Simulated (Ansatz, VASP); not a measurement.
Given: the input of a run of Ansatz 0.2.0 on MnSb.

input.yaml

```yaml
crystal:
  lattice:
    - [4.2046115259, 0.0, 0.0]
    - [-2.1023057629, 3.6413003944, 0.0]
    - [0.0, 0.0, 5.8560613541]
  atoms:
    - { symbol: Sb, position: [0.6666666667, 0.3333333333, 0.75] }
    - { symbol: Sb, position: [0.3333333333, 0.6666666667, 0.25] }
    - { symbol: Mn, position: [0.0, 0.0, 0.5], spin: 4.0 }
    - { symbol: Mn, position: [0.0, 0.0, 0.0], spin: 4.0 }
hamiltonian:
  xc: pbesol
  pseudopotentials: { kind: paw }
magnetization:
  spin_polarized: true
kpoints:
  mp_grid: { grid: [7, 7, 5] }
scf:
  occupations: { method: fermi_dirac, width: 0.05 }
output:
  forces: true
  stress: true
  eigenvalues: true
```

Potentials or basis: Ansatz PAW.

Run with:

```bash
$ ansatz run input.yaml --threads 2 --pin off --max-ram 5632MiB --backend cpu --events-out ev --progress --plain --runs-dir out
```

**Question.** Translate it to VASP 6.6.1. Potentials there: VASP PAW PBE potentials, release 64 (Sb, Mn_pv).

**Answer.** As run (the cutoff follows the program's own potentials):

Contents of INCAR:

```
SYSTEM = MnSb
PREC = Accurate ; ENCUT = 520
EDIFF = 1E-6 ; ISMEAR = -1
SIGMA = 0.05 ; LREAL = .FALSE.
LASPH = .TRUE. ; NELM = 150
ALGO = Normal ; ISIF = 2
LWAVE = .FALSE. ; LCHARG = .TRUE.
ISPIN = 2 ; MAGMOM = 0 0 4 4
LORBIT = 11 ; LMAXMIX = 4
GGA = PS ; LELF = .TRUE.
LVHAR = .TRUE. ; NBANDS = 30
```

The input KPOINTS:

```
Automatic mesh
0
G
  7 7 5
  0 0 0
```

File POSCAR:

```
MnSb
1.0
    4.2046115259      0.0000000000      0.0000000000
   -2.1023057629      3.6413003944      0.0000000000
    0.0000000000      0.0000000000      5.8560613541
Sb Mn
2 2
Direct
    0.6666666667      0.3333333333      0.7500000000
    0.3333333333      0.6666666667      0.2500000000
    0.0000000000      0.0000000000      0.5000000000
    0.0000000000      0.0000000000      0.0000000000
```

Potentials or basis: VASP PAW PBE potentials, release 64 (Sb, Mn_pv).

Launch:

```sh
$ cat potpaw_PBE.64/Sb/POTCAR potpaw_PBE.64/Mn_pv/POTCAR > POTCAR
$ mpirun -np 1 vasp_std > vasp.out
```

Both were run:

|  | VASP | Ansatz | Ansatz less VASP |
| --- | --- | --- | --- |
| gap on the k mesh at the Fermi level (eV) | none | none | - |
| pressure (GPa) | -8.3 | -8.4 | -0.07 |
| traceless stress, the component that is largest in VASP (GPa) | -0.50 | -0.49 | +0.011 |
| net moment per atom (μB) | 1.74 | 1.74 | +0.002 |
| size of the moment on the site where the two differ most (μB) | 3.50 | 3.55 | +0.049 |

VASP's potentials were made for PBE, not for PBEsol. Site moments also hang on the region over which each program counts them. A gap of «none» marks a metal or a gap that the smearing closes. VASP's potentials hold 36 valence electrons a cell and Ansatz's 60, so a difference there can come from the potentials and not from the codes.

Spin-orbit coupling is off throughout.
